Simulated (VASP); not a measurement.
The system is Te.

```xyz
4
Lattice="3.9361 0.0000 0.0000 -1.9680 3.4087 0.0000 0.0000 0.0000 10.7201" Properties=species:S:1:pos:R:3 pbc="T T T"
Te    0.0000    0.0000    2.6800
Te    0.0000    0.0000    8.0401
Te    0.0000    2.2725    8.0401
Te    1.9680    1.1362    2.6800
```

```yaml
Program: VASP 6.6.1
Task: relaxation of cell and atoms
Functional: PBE
Potentials_or_basis: VASP PAW PBE potentials, release 64 (Te)
Cutoff: 600 eV
k_mesh: 6 × 6 × 2
Occupations: gaussian, width 0.1 eV
Spin: no spin polarisation
```

At the start: pressure 67.8 GPa; volume 35.96 Å³/atom.

Task: How do energy, volume and symmetry change on relaxing?

Result: Over 9 steps the energy falls by 4435.1 meV/atom and the volume is 60.22 Å³/atom (+67.5 %); space group P6_3/mmc (No. 194, to 0.05 Å).

Step by step:
```tsv
step	energy change (eV)	largest force (eV/Å)	pressure (GPa)	volume (Å³)
1	0.0000	0.0000	67.77	143.83
2	-9.2986	0.0000	-1.11	634.12
3	-9.6972	0.0000	-1.32	594.95
4	-10.2011	0.0000	-1.59	554.55
5	-16.0620	0.0000	-3.49	315.89
6	-17.4535	0.0000	3.42	221.52
7	-17.5868	0.0000	-1.74	258.39
8	-17.7337	0.0000	-0.45	244.53
9	-17.7406	0.0000	0.01	240.87
```

Final structure:
```yaml
crystal:
  lattice:
    - [5.09487, 0.00000, 0.00000]
    - [-2.54744, 4.41229, 0.00000]
    - [0.00000, 0.00000, 10.71496]
  atoms:
    - { symbol: Te, position: [0.00000, 0.00000, 0.25000] }
    - { symbol: Te, position: [0.00000, 0.00000, 0.75000] }
    - { symbol: Te, position: [0.33333, 0.66667, 0.75000] }
    - { symbol: Te, position: [0.66667, 0.33333, 0.25000] }
```

Caveat: the volume moved by over 15 % at a fixed basis, so the end points are rough; this functional lacks dispersion, which binds the layers, so the pressure and a relaxed spacing across them are unreliable.
